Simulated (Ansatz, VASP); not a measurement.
**Te6Mo3H: VASP beside Ansatz**

```
Te Mo H
1.0
     3.43343    0.00000    0.00000
    -1.71672    2.97344    0.00000
     0.00000    0.00000   20.77043
Te Mo H
6 3 1
Direct
  0.00000 0.00000 0.91258
  0.33333 0.66667 0.59178
  0.33333 0.66667 0.23331
  0.33333 0.66667 0.76669
  0.33333 0.66667 0.40822
  0.00000 0.00000 0.08742
  0.00000 0.00000 0.67915
  0.00000 0.00000 0.32085
  0.33333 0.66667 0.00000
  0.28102 0.47385 0.16901
```

Alike in both runs: task single point; functional PBEsol; dispersion D3(BJ); k mesh 9 × 9 × 2; occupations gaussian, width 0.05 eV; no spin polarisation.

```csv
,VASP,Ansatz
version,VASP 6.6.1,Ansatz 0.2.0
potentials or method,"VASP PAW PBE potentials, release 64 (Te, Mo_sv, H), cutoff 400 eV","scalar-relativistic, plane waves, PAW"
valence electrons in the cell,79,139
```

|  | VASP | Ansatz | Ansatz less VASP |
| --- | --- | --- | --- |
| gap on the k mesh at the Fermi level (eV) | none | none | - |
| pressure (GPa) | 3.3 | 3.3 | +0.02 |
| traceless stress, the component that is largest in VASP (GPa) | 3.73 | 3.56 | -0.172 |
| rms of the force components (eV/Å) | 1.672 | 1.614 | -0.0578 |

VASP's potentials were made for PBE, not for PBEsol, and Ansatz warns of the same on its side. Atom by atom the forces differ by 0.059 eV/Å (rms over components). A gap of «none» marks a metal or a gap that the smearing closes. VASP's potentials hold 79 valence electrons a cell and Ansatz's 139, so a difference there can come from the potentials and not from the codes.

Neither program's run includes spin-orbit coupling.
